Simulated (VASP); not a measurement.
Write the native input for VASP 6.6.1 that does the following.

| Quantity | Value |
| --- | --- |
| Task | single point |
| Functional | PBE |
| Dispersion | D3(BJ) |
| Potentials or basis | VASP PAW PBE potentials, release 64 (Pb_d, F) |
| Cutoff | 520 eV |
| k mesh | 2 × 2 × 2, shifted |
| Occupations | gaussian, width 0.1 eV |
| Spin | no spin polarisation |
| Dipole correction | no |
| Further INCAR settings | LREAL = Auto; ALGO = Normal; EDIFF = 1e-07; NBANDS = 99; ISYM = 0 |

The structure of PbF2 lies in POSCAR:

```
PbF2
1.0
   -5.9397000000     -2.9698500000     -2.9698500000
   -2.9698500000     -5.9397000000      2.9698500000
   -5.9397000000      2.9698500000      2.9698500000
Pb F
6 12
Direct
    0.6666666667      0.6666666667      0.0000000000
    0.3333333333      0.3333333333      0.0000000000
    0.0000000000      0.0000000000      0.0000000000
    0.8333333333      0.3333333333      0.5000000000
    0.5000000000      1.0000000000      0.5000000000
    0.1666666667      0.6666666667      0.5000000000
    0.2916666667      0.6666666667      0.1250000000
    0.9583333333      0.3333333333      0.1250000000
    0.6250000000      0.0000000000      0.1250000000
    0.4583333333      0.3333333333      0.6250000000
    0.1250000000      1.0000000000      0.6250000000
    0.7916666667      0.6666666667      0.6250000000
    0.5416666667      0.6666666667      0.3750000000
    0.2083333333      0.3333333333      0.3750000000
    0.8750000000      0.0000000000      0.3750000000
    0.7083333333      0.3333333333      0.8750000000
    0.3750000000      0.0000000000      0.8750000000
    0.0416666667      0.6666666667      0.8750000000
```

These files were run (other wordings do the same):

INCAR

```
SYSTEM = PbF2
PREC = Accurate ; ENCUT = 520
EDIFF = 1E-7 ; ISMEAR = 0
SIGMA = 0.1 ; LREAL = Auto
LASPH = .True. ; NELM = 60
ALGO = Normal ; ISIF = 2
LWAVE = .False. ; LCHARG = .False.
GGA = PE ; IVDW = 12
ISYM = 0 ; NBANDS = 99
```

KPOINTS

```
Automatic mesh
0
Gamma
  2 2 2
  0.5 0.5 0.5
```

Potentials or basis: VASP PAW PBE potentials, release 64 (Pb_d, F).

Command:

```bash
$ cat potpaw_PBE.64/Pb_d/POTCAR potpaw_PBE.64/F/POTCAR > POTCAR
$ mpirun -np 1 vasp_std > vasp.out
```

Results of the run:

* Pressure: 0.6 GPa
* Band gap on the k mesh: 4.63 eV
* Dispersion energy per atom: -0.153 eV

Caveat: spin-orbit coupling is left out, which moves the levels of the heavy elements; a shifted mesh leaves out Γ, where band edges can lie.

Wall time 6.4 min on 1 thread of AMD EPYC 9R45 96-Core Processor (Zen 5) (shared host), peak memory 0.43 GiB.
